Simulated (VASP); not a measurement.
# PtSe2 (Sudovikovite) (P-3m1) in VASP: further runs, part 2 of 2

VASP 6.6.1. The steps go on from the part before.

## Step 6: Relaxation of cell and atoms, PBE+D3(BJ)

INCAR reads:

```
SYSTEM = PtSe2
PREC = Accurate
ENCUT = 600
EDIFF = 1E-7
ISMEAR = -1
SIGMA = 0.15
LREAL = .FALSE.
LASPH = .TRUE.
NELM = 100
ALGO = Normal
ISIF = 3
LWAVE = .FALSE.
LCHARG = .FALSE.
GGA = PE
IVDW = 12
IBRION = 2
NSW = 80
EDIFFG = -0.001
```

KPOINTS reads:

```
Automatic mesh
0
G
  15 15 10
  0 0 0
```

POSCAR reads:

```
PtSe2
1.0
    3.7714571389      0.0000000000      0.0000000000
   -1.8857285694      3.2661776916      0.0000000000
    0.0000000000      0.0000000000      4.8233068521
Pt Se
1 2
Direct
    0.0000000000      0.0000000000      0.0000000000
    0.3333333333      0.6666666667      0.2654558732
    0.6666666667      0.3333333333      0.7345441268
```

Potentials or basis: VASP PAW PBE potentials, release 64 (Pt, Se).

Command:

```bash
$ cat potpaw_PBE.64/Pt/POTCAR potpaw_PBE.64/Se/POTCAR > POTCAR
$ mpirun -np 1 vasp_std > vasp.out
```

OUTCAR:

```text
SYSTEM = PtSe2
   PREC = Accurate
   ENCUT = 600
   EDIFF = 1E-7
   ISMEAR = -1
   LREAL = .FALSE.
   LASPH = .TRUE.
   NELM = 100
   ISIF = 3
   GGA = PE
   IVDW = 12
   IBRION = 2
   NSW = 80
   EDIFFG = -0.001
 IVDW          = 12

 ion  position               nearest neighbor table
   1  0.000  0.000  0.000-   2 2.53   3 2.53   2 2.53   3 2.53   3 2.53   2 2.53
   2  0.333  0.667  0.265-   1 2.53   1 2.53   1 2.53
   3  0.667  0.333  0.735-   1 2.53   1 2.53   1 2.53

  LATTYP: Found a hexagonal cell.
 ALAT       =     3.7714571389
 C/A-ratio  =     1.2788974326

  Lattice vectors:

 A1 = (   3.7714571389,   0.0000000000,   0.0000000000)
 A2 = (  -1.8857285694,   3.2661776916,   0.0000000000)
 A3 = (   0.0000000000,   0.0000000000,   4.8233068521)

Analysis of symmetry for initial positions (statically):
=====================================================================
 Subroutine PRICEL returns:
 Original cell was already a primitive cell.

 Routine SETGRP: Setting up the symmetry group for a
 hexagonal supercell.

 Subroutine GETGRP returns: Found 12 space group operations
 (whereof 12 operations were pure point group operations)
 out of a pool of 24 trial point group operations.

The static configuration has the point symmetry D_3d.

Analysis of symmetry for dynamics (positions and initial velocities):
=====================================================================
 Subroutine PRICEL returns:
 Original cell was already a primitive cell.

 Routine SETGRP: Setting up the symmetry group for a
 hexagonal supercell.

 Subroutine GETGRP returns: Found 12 space group operations
 (whereof 12 operations were pure point group operations)
 out of a pool of 24 trial point group operations.

The dynamic configuration has the point symmetry D_3d.

 Subroutine INISYM returns: Found 12 space group operations
 (whereof 12 operations are pure point group operations),
 and found     1 'primitive' translations

----------------------------------------------------------------------------------------

                                     Primitive cell

  volume of cell :      59.4147

  direct lattice vectors                    reciprocal lattice vectors
     3.771457139  0.000000000  0.000000000     0.265149507  0.153084139  0.000000000
    -1.885728569  3.266177692  0.000000000     0.000000000  0.306168278  0.000000000
     0.000000000  0.000000000  4.823306852     0.000000000  0.000000000  0.207326639

  length of vectors
     3.771457139  3.771457139  4.823306852     0.306168278  0.306168278  0.207326639

  position of ions in fractional coordinates (direct lattice)
     0.000000000  0.000000000  0.000000000
     0.333333333  0.666666667  0.265455873
     0.666666667  0.333333333  0.734544127

  ion indices of the primitive-cell ions
   primitive index   ion index
                 1           1
                 2           2
                 3           3

----------------------------------------------------------------------------------------

 KPOINTS: Automatic mesh

Automatic generation of k-mesh.
 Grid dimensions read from file:
 generate k-points for:   15   15   10

 Generating k-lattice:

  Cartesian coordinates                     Fractional coordinates (reciprocal lattice)
[... 42 lines left out ...]
   k-points           NKPTS =    238   k-points in BZ     NKDIM =    238   number of bands    NBANDS=     15
   number of dos      NEDOS =    301   number of ions     NIONS =      3
   total plane-waves  NPLWV =  36000
   dimension x,y,z NGX =    30 NGY =   30 NGZ =   40
   dimension x,y,z NGXF=    60 NGYF=   60 NGZF=   80
   ions per type =               1   2
   NGX,Y,Z   is equivalent  to a cutoff of  13.22, 13.22, 13.79 a.u.
   NGXF,Y,Z  is equivalent  to a cutoff of  26.45, 26.45, 27.57 a.u.
 SYSTEM =  PtSe2
   PREC   = accura    normal or accurate (medium, high low for compatibility)
   ISTART =      0    job   : 0-new  1-cont  2-samecut
   ICHARG =      2    charge: 1-file 2-atom 10-const
   ISPIN  =      1    spin polarized calculation?
   LNONCOLLINEAR =      F non collinear calculations
   LSORBIT =      F    spin-orbit coupling
   LASPH  =      T    aspherical Exc in radial PAW
   ENCUT  =  600.0 eV  44.10 Ry    6.64 a.u.   7.53  7.53  9.63*2*pi/ulx,y,z
   NELM   =    100;   NELMIN=  2; NELMDL= -5     # of ELM steps
   EDIFF  = 0.1E-06   stopping-criterion for ELM
   LREAL  =      F    real-space projection
   EDIFFG = -.1E-02   stopping-criterion for IOM
   NSW    =     80    number of steps for IOM
   IBRION =      2    ionic relax: 0-MD 1-quasi-New 2-CG
   NFREE  =      1    steps in history (QN), initial steepest desc. (CG)
   ISIF   =      3    stress and relaxation
   ISYM   =      2    0-nonsym 1-usesym 2-fastsym
   POTIM  = 0.5000    time-step for ionic-motion
   TEBEG  =    0.0;   TEEND  =   0.0 temperature during run
   PSTRESS=    0.0 pullay stress
   NELECT =      22.0000    total number of electrons
   NUPDOWN=      -1.0000    fix difference up-down
   EMIN   =  10.00;   EMAX   =-10.00  energy-range for DOS
   EFERMI =   0.00;   METHOD = LEGACY
   ISMEAR =    -1;   SIGMA  =   0.15  broadening in eV -4-tet -1-fermi 0-gaus
   EFERMI_NEDOS =   21; number of points for ismear=-14 and -15
   IALGO  =     38    algorithm
   IMIX   =      4    mixing-type and parameters
     AMIX     =   0.40;   BMIX     =  1.00
     AMIX_MAG =   1.60;   BMIX_MAG =  1.00
  volume/ion in A,a.u.               =      19.80       133.65
  Fermi-wavevector in a.u.,A,eV,Ry     =   1.175577  2.221519 18.802998  1.381981
  Thomas-Fermi vector in A             =   2.311955
   LORBIT       =      0    0 simple, 1 ext, 2 COOP (PROOUT), +10 PAW based schemes
   GGA     = PE    functional components
   LHFCALC =     F    Hartree Fock is set to
   AEXX    =    0.0000 exact exchange contribution
   IVDW    =    12    specifies the selected vdW correction
   LEPSILON=     F    determine dielectric tensor
   LRPA    =     F    only Hartree local field effects (RPA)
 conjugate gradient relaxation of ions
 non-spin polarized calculation
  energy-cutoff  :      600.00
  volume of cell :       59.41
 maximum number of plane-waves:      2008
 NGX is ok and might be reduce to    30
   NGX = 15   NGY = 15   NGZ = 19

--------------------------------------- Ionic step        1  -------------------------------------------

 number of electron      22.0000002 magnetization

 Free energy of the ion-electron system (eV)
  ---------------------------------------------------
  ext. energy  EPLUGINS =         0.00000000
  ---------------------------------------------------
  free energy    TOTEN  =       -14.22463038 eV

  energy without entropy =      -14.16511390  energy(sigma->0) =      -14.19487214

------------------------ aborting loop because EDIFF is reached ----------------------------------------

 Edisp (eV)   -1.46989

 E8    (eV) :    -0.6315
[... 108 lines left out ...]
  FREE ENERGIE OF THE ION-ELECTRON SYSTEM (eV)
  ---------------------------------------------------
  free  energy   TOTEN  =       -15.6945308658 eV

  energy  without entropy=      -15.6349381105  energy(sigma->0) =      -15.66473449

[... ionic steps 4 to 15 ...]

--------------------------------------- Ionic step       16  -------------------------------------------

 number of electron      22.0000002 magnetization

------------------------ aborting loop because EDIFF is reached ----------------------------------------
[... 77 lines left out ...]
--------------------------------------- Ionic step       18  -------------------------------------------

 number of electron      22.0000002 magnetization

 Free energy of the ion-electron system (eV)
  ---------------------------------------------------
  ext. energy  EPLUGINS =         0.00000000
  ---------------------------------------------------
  free energy    TOTEN  =       -14.22336003 eV

  energy without entropy =      -14.16370237  energy(sigma->0) =      -14.19353120

 E-fermi :   6.6444     XC(G=0): -10.8298

 val. band max:        6.6291823039   @ k =   0.0000   0.1333   0.3000
 cond. band min:       6.6516797055   @ k =   0.0667   0.0000   0.2000
 fundamental gap:      0.0224974017
 Fermi energy:         6.6443587383

 k-point     1 :       0.0000    0.0000    0.0000
  band No.  band energies     occupation
      1      -8.9528      2.00000
      2      -5.8495      2.00000
      3      -0.3968      2.00000
      4       0.5064      2.00000
      5       0.5064      2.00000
      6       2.9478      2.00000
      7       2.9478      2.00000
      8       4.2568      2.00000
      9       5.7118      1.99602
     10       5.7118      1.99602
     11       7.4991      0.00668
     12       7.7767      0.00105
     13       7.7767      0.00105
     14      10.0748      0.00000
[... 401 lines left out ...]
      2      -6.8444      2.00000
      3      -0.2364      2.00000
      4       0.8783      2.00000
      5       1.2938      2.00000
      6       1.8957      2.00000
      7       2.4198      2.00000
      8       3.3022      2.00000
      9       3.8949      2.00000
     10       4.2214      2.00000
     11       5.2637      1.99980
     12       6.8165      0.48181
     13       7.5908      0.00363
     14      10.8586      0.00000
     15      13.5617      0.00000

 [... further k-points ...]

------------------------ aborting loop because EDIFF is reached ----------------------------------------

 Edisp (eV)   -1.47121

 E8    (eV) :    -0.6321
[... 26 lines left out ...]
  FREE ENERGIE OF THE ION-ELECTRON SYSTEM (eV)
  ---------------------------------------------------
  free  energy   TOTEN  =       -15.6945713867 eV

  energy  without entropy=      -15.6349137254  energy(sigma->0) =      -15.66474256

 reached required accuracy - stopping structural energy minimisation
```

CONTCAR:

```text
PtSe2
   1.00000000000000
     3.7720380862399545    0.0000000000000089    0.0000000000000001
    -1.8860190430699617    3.2666808067546689   -0.0000000000000000
     0.0000000000000000   -0.0000000000000000    4.8179474966162754
  Pt              Se
     1     2
Direct
     0.0000000000000000    0.0000000000000000    0.0000000000000000
     0.3333333332999970    0.6666666667000030    0.2659592971013552
     0.6666666667000030    0.3333333332999970    0.7340407028986446

  0.00000000E+00  0.00000000E+00  0.00000000E+00
  0.00000000E+00  0.00000000E+00  0.00000000E+00
  0.00000000E+00  0.00000000E+00  0.00000000E+00
```

Wall time 14 min (1 thread of Intel Xeon 6975P-C (Granite Rapids), shared host); peak memory 0.43 GiB.

What came out:

| Property | Result |
| --- | --- |
| Free energy | -15.6946 eV |
| Relaxed volume | 19.79 Å³/atom |
| Relaxed cell | a = 3.772 Å, b = 3.772 Å, c = 4.818 Å, α = 90.00°, β = 90.00°, γ = 120.00° |
| Space group after relaxing (to 0.05 Å) | P-3m1 (No. 164) |
| Energy gained by relaxing | 0.0 meV/atom |
| Ionic steps | 18 |
| Pressure after relaxing | 0.0 GPa |
| Band gap on the k mesh | zero (band 11 reaches 7.50 eV, above the bottom of band 12 at 6.61 eV) |
| Dispersion energy per atom | -0.490 eV |

Final structure:
```xyz
3
Lattice="3.7720 0.0000 0.0000 -1.8860 3.2667 0.0000 0.0000 0.0000 4.8179" Properties=species:S:1:pos:R:3 pbc="T T T"
Pt    0.0000    0.0000    0.0000
Se    0.0000    2.1778    1.2814
Se    1.8860    1.0889    3.5366
```

Caveat: spin-orbit coupling is left out, which moves the levels of the heavy elements; pairwise dispersion overbinds metals, which lowers pressure and volume.

## Step 7: Summary

```csv
task,cell,k mesh,cutoff (eV),smearing,gap on the mesh (eV),pressure (GPa),largest force (eV/Å)
single point,"a = 3.771, b = 3.771, c = 4.823 Å, angles 90.0, 90.0, 120.0°, 3 atoms",15 × 15 × 10,520,gaussian 0.1 eV,none,0.0,0.01
single point,"a = 3.776, b = 3.776, c = 5.294 Å, angles 90.0, 90.0, 120.0°, 3 atoms",15 × 15 × 10,520,gaussian 0.1 eV,none,-2.7,-
relaxation of shape and atoms at fixed volume,"relaxed from a = 3.831, b = 3.831, c = 5.143 Å, angles 90.0, 90.0, 120.0°, 3 atoms",15 × 15 × 10,600,gaussian 0.1 eV,none,-2.7,-
single point,"a = 3.724, b = 3.724, c = 5.062 Å, angles 90.0, 90.0, 120.0°, 3 atoms",15 × 15 × 8,520,gaussian 0.1 eV,none,0.4,0.01
relaxation of cell and atoms,"relaxed from a = 3.771, b = 3.771, c = 4.823 Å, angles 90.0, 90.0, 120.0°, 3 atoms",15 × 15 × 10,600,fermi-dirac 0.15 eV,none,0.0,-
```

Alike in all rows: level PBE+D3(BJ); potentials or basis VASP PAW PBE potentials, release 64 (Pt, Se); no spin polarisation.

Caveats: spin-orbit coupling is left out, which moves the levels of the heavy elements; pairwise dispersion overbinds metals, which lowers pressure and volume.

Total energies depend on the potentials used, so only differences within one code and one set of settings carry meaning.
